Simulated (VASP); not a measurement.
Runs of VASP 6.6.1 on CaF2 (Fluorite). It takes space group Fm-3m (No. 225, cubic). The conventional cell has a = 5.462 Å, b = 5.462 Å, c = 5.462 Å, α = 90.00°, β = 90.00°, γ = 90.00°. Ca (site symmetry m-3m) has 8 F at 2.37 Å within 3.1 Å. F (site symmetry -43m) has 4 Ca at 2.37 Å and 6 F at 2.73 Å within 3.1 Å. 

| level | potentials or basis | gap on the mesh (eV) | pressure (GPa) |
| --- | --- | --- | --- |
| PBE | VASP PAW PBE potentials, release 64 (Ca_sv, F) | (a) | (c) |
| LDA | VASP PAW LDA potentials, release 64 (Ca_sv, F) | 6.91 | -6.2 |
| BLYP | VASP PAW PBE potentials, release 64 (Ca_sv, F) | 7.40 | 4.3 |
| revPBE | VASP PAW PBE potentials, release 64 (Ca_sv, F) | 7.56 | (b) |

Alike in all rows: task single point; no spin polarisation; cell as given; k mesh 6 × 6 × 6; cutoff (eV) 600; smearing gaussian 0.01 eV.

Fill in the values left out.

(a) 7.28; (b) 5.6; (c) 2.4.

Caveats: the PAW data sets were made with another functional, which shifts forces and pressure a little (some runs).

A k mesh can miss the band edges.
